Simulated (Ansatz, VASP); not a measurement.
**One calculation of GeSe3, two programs**

```
Ge Se
1.0
     4.37880    0.00000    0.00000
     0.00000    4.37880    0.00000
     0.00000    0.00000    4.37880
Ge Se
1 3
Direct
  0.00000 0.00000 0.00000
  0.00000 0.50000 0.50000
  0.50000 0.00000 0.50000
  0.50000 0.50000 0.00000
```

Alike in both runs: functional PBE; k mesh 10 × 10 × 10; occupations gaussian, width 0.1 eV; no spin polarisation.

Ansatz relaxed the structure, and its values are those at the end. VASP's run is a single point on that final structure, the one shown.

|  | VASP | Ansatz |
| --- | --- | --- |
| version | VASP 6.6.1 | Ansatz 0.2.0 |
| potentials or method | VASP PAW PBE potentials, release 64 (Ge_d, Se), cutoff 520 eV | scalar-relativistic, plane waves, PAW |
| valence electrons in the cell | 32 | 62 |

|  | VASP | Ansatz | Ansatz less VASP |
| --- | --- | --- | --- |
| gap on the k mesh at the Fermi level (eV) | none | none | - |
| pressure (GPa) | 0.0 | 0.0 | -0.01 |

A gap of «none» marks a metal or a gap that the smearing closes. With one functional, cell and mesh, what is left measures potentials, basis and numerics. VASP's potentials hold 32 valence electrons a cell and Ansatz's 62, so a difference there can come from the potentials and not from the codes.
